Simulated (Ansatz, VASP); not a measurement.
**Ta2Si in VASP and in Ansatz**

The input POSCAR:

```
Ta2Si
1.0
   -3.0841136452      3.0841136452      2.5247022095
    3.0841136452     -3.0841136452      2.5247022095
    3.0841136452      3.0841136452     -2.5247022095
Ta Si
4 2
Direct
    0.6635845216      0.8364154784      0.5000000000
    0.8364154784      0.3364154784      0.1728309568
    0.3364154784      0.1635845216      0.5000000000
    0.1635845216      0.6635845216      0.8271690432
    0.2500000000      0.2500000000      0.0000000000
    0.7500000000      0.7500000000      0.0000000000
```

INCAR.step1

```
SYSTEM = Ta2Si
PREC = Accurate ; ENCUT = 520
ISMEAR = 0 ; SIGMA = 0.1
LREAL = .FALSE. ; LASPH = .TRUE.
NELM = 100 ; NBANDS = 35
GGA = PE ; ALGO = Normal
EDIFF = 1E-4 ; LWAVE = .TRUE.
LCHARG = .FALSE.
```

INCAR.step2

```
SYSTEM = Ta2Si
PREC = Accurate ; ENCUT = 520
EDIFF = 1E-7 ; ISMEAR = 0
SIGMA = 0.1 ; LREAL = .FALSE.
LASPH = .TRUE. ; NELM = 100
ALGO = Normal ; ISIF = 2
LWAVE = .FALSE. ; LCHARG = .FALSE.
METAGGA = R2SCAN ; LMIXTAU = .TRUE.
NBANDS = 35 ; ISTART = 1
```

File KPOINTS:

```
regular mesh
0
G
  10 10 10
  0 0 0
```

Input for Ansatz:

```yaml
crystal:
  lattice:
    - [-3.0841136453, 3.0841136453, 2.5247022095]
    - [3.0841136453, -3.0841136453, 2.5247022095]
    - [3.0841136453, 3.0841136453, -2.5247022095]
  atoms:
    - { symbol: Ta, position: [0.6635845216, 0.8364154784, 0.5] }
    - { symbol: Ta, position: [0.8364154784, 0.3364154784, 0.1728309568] }
    - { symbol: Ta, position: [0.3364154784, 0.1635845216, 0.5] }
    - { symbol: Ta, position: [0.1635845216, 0.6635845216, 0.8271690432] }
    - { symbol: Si, position: [0.25, 0.25, 0.0] }
    - { symbol: Si, position: [0.75, 0.75, 0.0] }
basis:
  ecutwfc: 500
kpoints:
  mp_grid: { grid: [10, 10, 10] }
  band_path:
    path:
      - [[0.0, 0.0, 0.0], [0.0, 0.0, 0.5], [-0.5, 0.5, 0.5], [0.0, 0.0, 0.0], [0.4175327, 0.4175327, -0.4175327]]
      - [[-0.4175327, 0.5824673, 0.4175327], [-0.5, 0.5, 0.5]]
      - [[0.0, 0.0, 0.5], [0.25, 0.25, 0.25], [0.0, 0.5, 0.0], [0.0, 0.0, 0.0]]
    npoints: 14
hamiltonian:
  xc: r2scan
scf:
  occupations: { method: gaussian, width: 0.1 }
  n_extra_bands: 15
output:
  forces: true
  stress: true
  eigenvalues: true
  populations: true
  dos: { projected: true, de: 0.02, nscf_kmesh: { grid: [15, 15, 15] } }
  bader: true
```

Alike in both runs: task single point; functional r2SCAN; k mesh 10 × 10 × 10; occupations gaussian, width 0.1 eV; no spin polarisation.

|  | VASP | Ansatz |
| --- | --- | --- |
| version | VASP 6.6.1 | Ansatz 0.2.0 |
| potentials or method | VASP PAW PBE potentials, release 64 (Ta_pv, Si), cutoff 520 eV | scalar-relativistic, plane waves, PAW |
| valence electrons in the cell | 52 | 60 |

|  | VASP | Ansatz | Ansatz less VASP |
| --- | --- | --- | --- |
| gap on the k mesh at the Fermi level (eV) | none | none | - |
| pressure (GPa) | 0.5 | 0.0 | -0.46 |

VASP's potentials were made for PBE, not for r2SCAN. A gap of «none» marks a metal or a gap that the smearing closes. The functional is the same, so the differences come from potentials, cutoffs and numerics. VASP's potentials hold 52 valence electrons a cell and Ansatz's 60, so a difference there can come from the potentials and not from the codes.

Neither program's run includes spin-orbit coupling.
